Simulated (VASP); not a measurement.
# Hf (P6/mmm) in VASP: notebook

Hf is run at these levels: PBE, LDA; tasks: single point, relaxation of cell and atoms.

Program: VASP 6.6.1. These are calculated values, not measurements. Logs are shortened: lines on timing, memory, paths and dates and some standing lists are left out, and cuts for length are marked.

## 1. The cell of the first run

Symmetry: P6/mmm, No. 191, hexagonal system. Conventional cell: a = 4.994 Å, b = 4.994 Å, c = 3.099 Å, α = 90.00°, β = 90.00°, γ = 120.00°. Within 3.8 Å of Hf (site symmetry -6m2) lie 11 Hf at 2.88 to 3.27 Å. Hf (site symmetry 6/mmm) has 14 Hf at 3.10 to 3.27 Å within 4.1 Å.

This isn't the form of Hf at room conditions, which is hcp.

## 2. Single point, PBE

INCAR reads:

```
  ALGO = Fast
  EDIFF = 1E-6
  ENCUT = 520
  GGA = PE
  ISIF = 2
  ISMEAR = 0
  LASPH = T
  LCHARG = F
  LREAL = F
  LWAVE = F
  NBANDS = 22
  NELM = 100
  PREC = Accurate
  SIGMA = 0.1
```

KPOINTS reads:

```
k-points
0
Gamma
  12 12 14
```

POSCAR reads:

```
Hf
1.0
    4.9941661136      0.0000000000      0.0000000000
   -2.4970830568      4.3250747251      0.0000000000
    0.0000000000      0.0000000000      3.0992922499
Hf
3
Direct
    0.6666666667      0.3333333333      0.5000000000
    0.3333333333      0.6666666667      0.5000000000
    0.0000000000      0.0000000000      0.0000000000
```

Potentials or basis: VASP PAW PBE potentials, release 64 (Hf_pv).

Started as:

```bash
$ cat potpaw_PBE.64/Hf_pv/POTCAR > POTCAR
$ mpirun -np 1 vasp_std > vasp.out
```

OUTCAR:

```text
EDIFF = 1E-6
   ENCUT = 520
   GGA = PE
   ISIF = 2
   ISMEAR = 0
   LASPH = T
   LREAL = F
   NELM = 100
   PREC = Accurate

 ion  position               nearest neighbor table
   1  0.667  0.333  0.500-   2 2.88   2 2.88   2 2.88   3 3.27   3 3.27   3 3.27   3 3.27   3 3.27
                             3 3.27
   2  0.333  0.667  0.500-   1 2.88   1 2.88   1 2.88   3 3.27   3 3.27   3 3.27   3 3.27   3 3.27
                             3 3.27
   3  0.000  0.000  0.000-   1 3.27   2 3.27   1 3.27   2 3.27   1 3.27   1 3.27   2 3.27   2 3.27
                             1 3.27   1 3.27   2 3.27   2 3.27

  LATTYP: Found a hexagonal cell.
 ALAT       =     4.9941661136
 C/A-ratio  =     0.6205825316

  Lattice vectors:

 A1 = (   4.9941661136,   0.0000000000,   0.0000000000)
 A2 = (  -2.4970830568,   4.3250747251,   0.0000000000)
 A3 = (   0.0000000000,   0.0000000000,   3.0992922499)

Analysis of symmetry for initial positions (statically):
=====================================================================
 Subroutine PRICEL returns:
 Original cell was already a primitive cell.

 Routine SETGRP: Setting up the symmetry group for a
 hexagonal supercell.

 Subroutine GETGRP returns: Found 24 space group operations
 (whereof 24 operations were pure point group operations)
 out of a pool of 24 trial point group operations.

The static configuration has the point symmetry D_6h.

Analysis of symmetry for dynamics (positions and initial velocities):
=====================================================================
 Subroutine PRICEL returns:
 Original cell was already a primitive cell.

 Routine SETGRP: Setting up the symmetry group for a
 hexagonal supercell.

 Subroutine GETGRP returns: Found 24 space group operations
 (whereof 24 operations were pure point group operations)
 out of a pool of 24 trial point group operations.

The dynamic configuration has the point symmetry D_6h.

 Subroutine INISYM returns: Found 24 space group operations
 (whereof 24 operations are pure point group operations),
 and found     1 'primitive' translations

----------------------------------------------------------------------------------------

                                     Primitive cell

  volume of cell :      66.9452

  direct lattice vectors                    reciprocal lattice vectors
     4.994166114  0.000000000  0.000000000     0.200233628  0.115604939  0.000000000
    -2.497083057  4.325074725  0.000000000     0.000000000  0.231209878  0.000000000
     0.000000000  0.000000000  3.099292250     0.000000000  0.000000000  0.322654309

  length of vectors
     4.994166114  4.994166114  3.099292250     0.231209878  0.231209878  0.322654309

  position of ions in fractional coordinates (direct lattice)
     0.666666667  0.333333333  0.500000000
     0.333333333  0.666666667  0.500000000
     0.000000000  0.000000000  0.000000000

  ion indices of the primitive-cell ions
   primitive index   ion index
                 1           1
                 2           2
                 3           3

----------------------------------------------------------------------------------------

 KPOINTS: k-points

Automatic generation of k-mesh.
 Grid dimensions read from file:
 generate k-points for:   12   12   14

 Generating k-lattice:

  Cartesian coordinates                     Fractional coordinates (reciprocal lattice)
     0.016686136  0.009633745  0.000000000     0.083333333  0.000000000  0.000000000
     0.000000000  0.019267490  0.000000000     0.000000000  0.083333333  0.000000000
     0.000000000  0.000000000  0.023046736     0.000000000  0.000000000  0.071428571

  Length of vectors
     0.019267490  0.019267490  0.023046736

  Shift w.r.t. Gamma in fractional coordinates (k-lattice)
     0.000000000  0.000000000  0.000000000

 Subroutine IBZKPT returns following result:
 ===========================================

 Found    152 irreducible k-points:

 Following reciprocal coordinates:
            Coordinates               Weight
  0.000000  0.000000  0.000000      1.000000
  0.083333 -0.000000  0.000000      6.000000
  0.166667 -0.000000  0.000000      6.000000
  0.250000 -0.000000  0.000000      6.000000
  0.333333 -0.000000  0.000000      6.000000
  0.416667 -0.000000  0.000000      6.000000
[... 16 lines left out ...]
  0.250000 -0.000000  0.071429     12.000000
  0.333333 -0.000000  0.071429     12.000000
 [... further k-points ...]
   k-points           NKPTS =    152   k-points in BZ     NKDIM =    152   number of bands    NBANDS=     22
   number of dos      NEDOS =    301   number of ions     NIONS =      3
   total plane-waves  NPLWV =  38400
   dimension x,y,z NGX =    40 NGY =   40 NGZ =   24
   dimension x,y,z NGXF=    80 NGYF=   80 NGZF=   48
   ions per type =               3
   NGX,Y,Z   is equivalent  to a cutoff of  13.32, 13.32, 12.87 a.u.
   NGXF,Y,Z  is equivalent  to a cutoff of  26.63, 26.63, 25.75 a.u.
 SYSTEM =  unknown system
   PREC   = accura    normal or accurate (medium, high low for compatibility)
   ISTART =      0    job   : 0-new  1-cont  2-samecut
   ICHARG =      2    charge: 1-file 2-atom 10-const
   ISPIN  =      1    spin polarized calculation?
   LNONCOLLINEAR =      F non collinear calculations
   LSORBIT =      F    spin-orbit coupling
   LASPH  =      T    aspherical Exc in radial PAW
   ENCUT  =  520.0 eV  38.22 Ry    6.18 a.u.   9.29  9.29  5.76*2*pi/ulx,y,z
   NELM   =    100;   NELMIN=  2; NELMDL= -5     # of ELM steps
   EDIFF  = 0.1E-05   stopping-criterion for ELM
   LREAL  =      F    real-space projection
   EDIFFG = 0.1E-04   stopping-criterion for IOM
   NSW    =      0    number of steps for IOM
   IBRION =     -1    ionic relax: 0-MD 1-quasi-New 2-CG
   NFREE  =      0    steps in history (QN), initial steepest desc. (CG)
   ISIF   =      2    stress and relaxation
   ISYM   =      2    0-nonsym 1-usesym 2-fastsym
   POTIM  = 0.5000    time-step for ionic-motion
   TEBEG  =    0.0;   TEEND  =   0.0 temperature during run
   PSTRESS=    0.0 pullay stress
   NELECT =      30.0000    total number of electrons
   NUPDOWN=      -1.0000    fix difference up-down
   EMIN   =  10.00;   EMAX   =-10.00  energy-range for DOS
   EFERMI =   0.00;   METHOD = LEGACY
   ISMEAR =     0;   SIGMA  =   0.10  broadening in eV -4-tet -1-fermi 0-gaus
   EFERMI_NEDOS =   21; number of points for ismear=-14 and -15
   IALGO  =     68    algorithm
   IMIX   =      4    mixing-type and parameters
     AMIX     =   0.40;   BMIX     =  1.00
     AMIX_MAG =   1.60;   BMIX_MAG =  1.00
  volume/ion in A,a.u.               =      22.32       150.59
  Fermi-wavevector in a.u.,A,eV,Ry     =   1.252782  2.367415 21.353840  1.569463
  Thomas-Fermi vector in A             =   2.386666
   LORBIT       =      0    0 simple, 1 ext, 2 COOP (PROOUT), +10 PAW based schemes
   GGA     = PE    functional components
   LHFCALC =     F    Hartree Fock is set to
   AEXX    =    0.0000 exact exchange contribution
   IVDW    =     0    specifies the selected vdW correction
   LEPSILON=     F    determine dielectric tensor
   LRPA    =     F    only Hartree local field effects (RPA)
 non-spin polarized calculation
 RMM-DIIS sequential band-by-band and
 Gauss-broadening in eV      SIGMA  =   0.10
  energy-cutoff  :      520.00
  volume of cell :       66.95
 maximum number of plane-waves:      1836
 NGX is ok and might be reduce to    40
   NGX = 19   NGY = 19   NGZ = 11

 number of electron      30.0000003 magnetization

 Free energy of the ion-electron system (eV)
  ---------------------------------------------------
  ext. energy  EPLUGINS =         0.00000000
  ---------------------------------------------------
  free energy    TOTEN  =       -29.64821769 eV

  energy without entropy =      -29.63582016  energy(sigma->0) =      -29.64201893

 E-fermi :   4.7354     XC(G=0): -11.2938

 val. band max:        4.7196880114   @ k =   0.0833  -0.0000   0.0714
 cond. band min:       4.7443038080   @ k =   0.2500   0.2500   0.0000
 fundamental gap:      0.0246157966
 Fermi energy:         4.7353537076

 k-point     1 :       0.0000    0.0000    0.0000
  band No.  band energies     occupation
      1     -25.9869      2.00000
      2     -25.9869      2.00000
      3     -25.9173      2.00000
      4     -25.9173      2.00000
      5     -25.5873      2.00000
      6     -25.3469      2.00000
[... 14 lines left out ...]
     21       7.6400      0.00000
     22       7.6675      0.00000

 k-point     2 :       0.0833   -0.0000    0.0000
  band No.  band energies     occupation
      1     -26.0245      2.00000
      2     -26.0180      2.00000
      3     -25.8788      2.00000
      4     -25.8701      2.00000
      5     -25.5847      2.00000
      6     -25.3474      2.00000
[... 14 lines left out ...]
     21       7.3043      0.00000
     22       8.0755      0.00000

 k-point     3 :       0.1667   -0.0000    0.0000
  band No.  band energies     occupation
      1     -26.0792      2.00000
      2     -26.0468      2.00000
      3     -25.8220      2.00000
      4     -25.7975      2.00000
      5     -25.5775      2.00000
      6     -25.3485      2.00000
[... 14 lines left out ...]
     21       7.1717      0.00000
     22       8.5237      0.00000

 k-point     4 :       0.2500   -0.0000    0.0000
  band No.  band energies     occupation
      1     -26.1277      2.00000
      2     -26.0490      2.00000
      3     -25.7705      2.00000
      4     -25.7374      2.00000
      5     -25.5673      2.00000
      6     -25.3492      2.00000
[... 14 lines left out ...]
     21       7.5472      0.00000
     22       9.0055      0.00000

 k-point     5 :       0.3333   -0.0000    0.0000
  band No.  band energies     occupation
      1     -26.1651      2.00000
      2     -26.0239      2.00000
      3     -25.7300      2.00000
      4     -25.7155      2.00000
      5     -25.5567      2.00000
      6     -25.3733      2.00000
[... 417 lines left out ...]
 k-point    22 :       0.1667   -0.0000    0.0714
  band No.  band energies     occupation
      1     -26.0721      2.00000
      2     -26.0409      2.00000
      3     -25.8210      2.00000
      4     -25.7970      2.00000
      5     -25.6024      2.00000
      6     -25.3791      2.00000
[... 14 lines left out ...]
     21       7.2111      0.00000
     22       8.5884      0.00000

 k-point    23 :       0.2500   -0.0000    0.0714
  band No.  band energies     occupation
      1     -26.1198      2.00000
      2     -26.0438      2.00000
      3     -25.7710      2.00000
      4     -25.7393      2.00000
      5     -25.5931      2.00000
      6     -25.3803      2.00000
[... 14 lines left out ...]
     21       7.4940      0.00000
     22       9.0545      0.00000

 k-point    24 :       0.3333   -0.0000    0.0714
  band No.  band energies     occupation
      1     -26.1566      2.00000
      2     -26.0202      2.00000
      3     -25.7319      2.00000
      4     -25.7207      2.00000
      5     -25.5806      2.00000
      6     -25.3804      2.00000
[... 14 lines left out ...]
     21       7.9810      0.00000
     22       8.8636      0.00000

 [... further k-points ...]
[... 5 lines left out ...]
  --------------------------------------------------------------------------------------
  -------------------------------------------------------------------------------------
  Total       -0.2277591     -0.2277591     -0.1534703      0.0000000      0.0000000     -0.0000000
  in kB       -5.4508865     -5.4508865     -3.6729555      0.0000000      0.0000000     -0.0000000
  external PRESSURE =      -4.8582428 kB  Pullay stress =       0.0000000 kB

 VOLUME and BASIS-vectors are now :
 -----------------------------------------------------------------------------
  energy-cutoff  :      520.00
  volume of cell :       66.95
      direct lattice vectors                 reciprocal lattice vectors
     4.994166114  0.000000000  0.000000000     0.200233628  0.115604939  0.000000000
    -2.497083057  4.325074725  0.000000000     0.000000000  0.231209878  0.000000000
     0.000000000  0.000000000  3.099292250     0.000000000  0.000000000  0.322654309

 POSITION                                       TOTAL-FORCE (eV/Angst)
 -----------------------------------------------------------------------------------
      2.49708      1.44169      1.54965        -0.000000     -0.000000      0.000000
     -0.00000      2.88338      1.54965        -0.000000      0.000000     -0.000000
      0.00000      0.00000      0.00000         0.000000      0.000000     -0.000000
 -----------------------------------------------------------------------------------
    total drift:                                0.000000     -0.000000      0.000000

  FREE ENERGIE OF THE ION-ELECTRON SYSTEM (eV)
  ---------------------------------------------------
  free  energy   TOTEN  =       -29.6482176927 eV

  energy  without entropy=      -29.6358201605  energy(sigma->0) =      -29.64201893
```

Wall time 90 s (1 thread of Intel Xeon 6975P-C (Granite Rapids), shared host); peak memory 0.31 GiB.

Results:

- Free energy: -29.6482 eV
- Pressure: -0.5 GPa
- Band gap on the k mesh: zero (bands 15 and 16 overlap by 0.96 eV)

Stress tensor (GPa, compression positive):
```
-0.55  0.00  0.00
 0.00 -0.55  0.00
 0.00  0.00 -0.37
```

Caveat: spin-orbit coupling is left out, which moves the levels of the heavy elements.

## 3. Relaxation of cell and atoms, PBE

This run uses another cell than the first one, of 21.94 Å³/atom.

INCAR reads:

```
ALGO = Fast
EDIFF = 1E-6
EDIFFG = -0.005
ENCUT = 600
GGA = PE
IBRION = 2
ISIF = 3
ISMEAR = 0
LASPH = T
LCHARG = F
LREAL = F
LWAVE = F
NELM = 60
NSW = 100
PREC = Accurate
SIGMA = 0.1
```

KPOINTS is that of step 2.

POSCAR reads:

```
Hf
1.0
    4.9623295440      0.0000000000      0.0000000000
   -2.4811647720      4.2975034470      0.0000000000
    0.0000000000      0.0000000000      3.0862322500
Hf
3
Direct
    0.6666666700      0.3333333300      0.5000000000
    0.3333333300      0.6666666700      0.5000000000
    0.0000000000      0.0000000000      0.0000000000
```

Potentials or basis: VASP PAW PBE potentials, release 64 (Hf_pv).

Started as:

```bash
$ cat potpaw_PBE.64/Hf_pv/POTCAR > POTCAR
$ mpirun -np 1 vasp_std > vasp.out
```

It took 6 min on 1 thread of Intel Xeon 6975P-C (Granite Rapids), shared host; peak memory 0.35 GiB.

The run converged. Its results:

```yaml
Free_energy: -29.6492 eV
Relaxed_volume: 22.22 Å³/atom
Relaxed_cell: a = 4.985 Å, b = 4.985 Å, c = 3.097 Å, α = 90.00°, β = 90.00°, γ = 120.00°
Space_group_after_relaxing_to_0.1_Å: P6/mmm (No. 191)
Energy_gained_by_relaxing: 1.3 meV/atom
Ionic_steps: 7
Pressure_after_relaxing: 0.0 GPa
Band_gap_on_the_k_mesh: zero (bands 15 and 16 overlap by 0.96 eV)
```

Step by step:
| step | energy change (eV) | largest force (eV/Å) | pressure (GPa) | volume (Å³) |
| --- | --- | --- | --- | --- |
| 1 | 0.0000 | 0.0000 | 1.43 | 65.82 |
| 2 | 0.0014 | 0.0000 | -1.62 | 67.70 |
| 3 | -0.0038 | 0.0000 | 0.06 | 66.68 |
| 4 | -0.0038 | 0.0000 | -0.06 | 66.72 |
| 5 | -0.0038 | 0.0000 | -0.04 | 66.70 |
| 6 | -0.0039 | 0.0000 | 0.04 | 66.65 |
| 7 | -0.0039 | 0.0000 | 0.03 | 66.66 |

Final structure:
```xyz
3
Lattice="4.9854 0.0000 0.0000 -2.4927 4.3175 0.0000 0.0000 0.0000 3.0971" Properties=species:S:1:pos:R:3 pbc="T T T"
Hf    2.4927    1.4392    1.5486
Hf    0.0000    2.8783    1.5486
Hf    0.0000    0.0000    0.0000
```

Levels at points of the mesh, in eV from the Fermi level:
```
           k point  band 12  band 13  band 14  band 15  band 16  band 17  band 18  band 19
(0.00, 0.00, 0.00)    -0.63    -0.63    -0.61    -0.60    -0.60     1.11     2.14     2.14
(0.50, 0.00, 0.00)    -3.50    -0.44    -0.38    -0.32     0.21     0.88     1.04     1.61
(0.00, 0.00, 0.50)    -2.47    -2.19    -1.86    -1.86     1.39     1.39     2.01     2.01
(0.50, 0.00, 0.50)    -1.97    -1.36    -0.75    -0.70     0.48     0.62     1.12     1.65
```

Caveat: spin-orbit coupling is left out, which moves the levels of the heavy elements.

[end of part 1 of 2]
